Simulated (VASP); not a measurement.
Input of a VASP 6.6.1 run:

The input POSCAR:

```
ZnCd2N2
1.0
    3.4006576366     -1.9714786562      0.0000000000
    3.4006576366      1.9714786562      0.0000000000
   -2.2745659112      0.0000000000      6.5310990563
Cd Zn N
2 1 2
Direct
    0.7190370000      0.7150800000      0.1739130000
    0.2920210000      0.2709630000      0.8309360000
    0.5097240000      0.4841070000      0.4927210000
    0.5846240000      0.6066930000      0.7878620000
    0.4073110000      0.3996650000      0.2197620000
```

The input INCAR.step1:

```
PREC     = Accurate       # precision mode
ENCUT    = 520            # plane-wave cutoff, eV
ISMEAR   = 0              # smearing method
SIGMA    = 0.01           # smearing width, eV
LREAL    = F              # projectors in reciprocal space
LASPH    = T              # aspherical terms in the spheres
NELM     = 60             # most SCF steps
NBANDS   = 31             # bands
GGA      = PE             # functional
ALGO     = Normal         # electronic algorithm
EDIFF    = 1E-4           # SCF threshold, eV
LWAVE    = T              # write WAVECAR
LCHARG   = F              # write CHGCAR
```

The input INCAR.step2:

```
PREC     = Accurate       # precision mode
ENCUT    = 520            # plane-wave cutoff, eV
EDIFF    = 1E-6           # SCF threshold, eV
ISMEAR   = 0              # smearing method
SIGMA    = 0.01           # smearing width, eV
LREAL    = F              # projectors in reciprocal space
LASPH    = T              # aspherical terms in the spheres
NELM     = 60             # most SCF steps
ALGO     = Normal         # electronic algorithm
ISIF     = 2              # what is computed and relaxed
LWAVE    = F              # write WAVECAR
LCHARG   = T              # write CHGCAR
METAGGA  = R2SCAN         # meta-GGA
LMIXTAU  = T            
LELF     = T              # ELF
LVHAR    = T            
NBANDS   = 31             # bands
ISTART   = 1
```

The input KPOINTS:

```
regular mesh
0
Gamma
  6 6 3
```

Potentials or basis: VASP PAW PBE potentials, release 64 (Cd, Zn, N).

Launch:

```console
$ cat potpaw_PBE.64/Cd/POTCAR potpaw_PBE.64/Zn/POTCAR potpaw_PBE.64/N/POTCAR > POTCAR
$ cp INCAR.step1 INCAR
$ mpirun -np 1 vasp_std > vasp.out
$ cp INCAR.step2 INCAR
$ mpirun -np 1 vasp_std > vasp.out
```

Problem. Estimate the pressure.

Solution. -2.4 GPa.

Problem. What does it give for the largest force?

Solution. 2.307 eV/Å.

Problem. Estimate the band gap on the k mesh.

Solution. Zero (bands 23 and 24 overlap by 0.24 eV).

Stress tensor (GPa, compression positive):
```
-1.22  1.00  0.00
 1.00 -3.33 -0.02
 0.00 -0.02 -2.66
```

Caveat: semilocal functionals underestimate gaps, and a narrow one can read as zero; the PAW data sets were made with another functional, which shifts forces and pressure a little.
